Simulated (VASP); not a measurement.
Wanted: the native input for a VASP 6.6.1 run.

| Property | Result |
| --- | --- |
| Task | single point |
| Functional | PBE |
| Potentials or basis | VASP PAW PBE potentials, release 64 (Pb_d, Se) |
| Cutoff | 520 eV |
| k mesh | 9 × 9 × 9 |
| Occupations | fermi-dirac, width 0.01 eV |
| Spin | no spin polarisation |
| Dipole correction | no |
| Further INCAR settings | ALGO = Normal; EDIFF = 1e-06; NBANDS = 17 |

The structure of PbSe lies in POSCAR:

```
PbSe
1.0
    0.0000000000      3.1222074042      3.1222074042
    3.1222074042      0.0000000000      3.1222074042
    3.1222074042      3.1222074042      0.0000000000
Pb Se
1 1
Direct
    0.0000000000      0.0000000000      0.0000000000
    0.5000000000      0.5000000000      0.5000000000
```

This cell differs from its parent crystal: volume scaled by 1.06.

One way to write it, as run:

INCAR

```
SYSTEM = PbSe
  PREC = Accurate
  ENCUT = 520
  EDIFF = 1E-6
  ISMEAR = -1
  SIGMA = 0.01
  LREAL = .False.
  LASPH = .True.
  NELM = 80
  ALGO = Normal
  ISIF = 2
  LWAVE = .False.
  LCHARG = .True.
  GGA = PE
  LELF = .True.
  LVHAR = .True.
  NBANDS = 17
```

KPOINTS

```
Automatic mesh
0
Gamma
  9 9 9
  0 0 0
```

Potentials or basis: VASP PAW PBE potentials, release 64 (Pb_d, Se).

The run is started by

```sh
$ cat potpaw_PBE.64/Pb_d/POTCAR potpaw_PBE.64/Se/POTCAR > POTCAR
$ mpirun -np 1 vasp_std > vasp.out
```

Results of the run:

* Pressure: -0.6 GPa

Wall time 80 s on 1 thread of AMD EPYC 7R13, with other jobs on the host, peak memory 0.19 GiB.
